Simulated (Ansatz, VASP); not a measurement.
**Si2Sb: VASP beside Ansatz**

File INCAR:

```
  ALGO = Normal
  EDIFF = 1E-6
  EDIFFG = -0.01
  ENCUT = 600
  GGA = PE
  IBRION = 2
  ISIF = 3
  ISMEAR = 0
  LASPH = True
  LCHARG = False
  LREAL = False
  LWAVE = False
  NELM = 60
  NSW = 100
  PREC = Accurate
  SIGMA = 0.1
```

Contents of KPOINTS:

```
k-points
0
Gamma
  6 6 8
```

File POSCAR:

```
Si2Sb
1.0
    4.1904049795     -4.4502610068      0.0000000000
    4.1904049795      4.4502610068      0.0000000000
    0.0000000000      0.0000000000      4.9552331576
Si Sb
4 2
Direct
    0.8549633243      0.8549633243      0.2500000000
    0.1450366757      0.1450366757      0.2500000000
    0.8549633243      0.8549633243      0.7500000000
    0.1450366757      0.1450366757      0.7500000000
    0.5000000000      0.0000000000      0.0000000000
    0.0000000000      0.5000000000      0.5000000000
```

Input for Ansatz:

```yaml
crystal:
  lattice:
    - [4.1904049795, -4.4502610068, 0.0]
    - [4.1904049795, 4.4502610068, 0.0]
    - [0.0, 0.0, 4.9552331576]
  atoms:
    - { symbol: Si, position: [0.8549633243, 0.8549633243, 0.25] }
    - { symbol: Si, position: [0.1450366757, 0.1450366757, 0.25] }
    - { symbol: Si, position: [0.8549633243, 0.8549633243, 0.75] }
    - { symbol: Si, position: [0.1450366757, 0.1450366757, 0.75] }
    - { symbol: Sb, position: [0.5, 0.0, 0.0] }
    - { symbol: Sb, position: [0.0, 0.5, 0.5] }
basis:
  ecutwfc: 420
kpoints:
  mp_grid: { grid: [6, 6, 8] }
hamiltonian:
  xc: pbe
scf:
  occupations: { method: gaussian, width: 0.1 }
output:
  forces: true
  stress: true
  eigenvalues: true
  write_density: true
  write_potential: true
  elf: true
  volumetric_format: npy
relax:
  adjacent_minimum: "off"
  f_tol: 0.01
  max_steps: 80
  cell: { stress_tol: 0.05 }
```

Alike in both runs: task relaxation of cell and atoms; functional PBE; k mesh 6 × 6 × 8; occupations gaussian, width 0.1 eV; no spin polarisation.

|  | VASP | Ansatz |
| --- | --- | --- |
| version | VASP 6.6.1 | Ansatz 0.2.0 |
| potentials or method | VASP PAW PBE potentials, release 64 (Si, Sb), cutoff 600 eV | scalar-relativistic, plane waves, PAW |
| valence electrons in the cell | 26 | 46 |

```csv
,VASP,Ansatz,Ansatz less VASP
"gap on the k mesh at the Fermi level, each at its own relaxed structure (eV)",none,none,-
relaxed volume (Å³/atom),30.83,31.08,+0.254
relaxed cell length with the largest relative difference (Å),6.078,6.095,+0.0174
```

A gap of «none» marks a metal or a gap that the smearing closes. VASP's potentials hold 26 valence electrons a cell and Ansatz's 46, so a difference there can come from the potentials and not from the codes.

Neither program's run includes spin-orbit coupling.
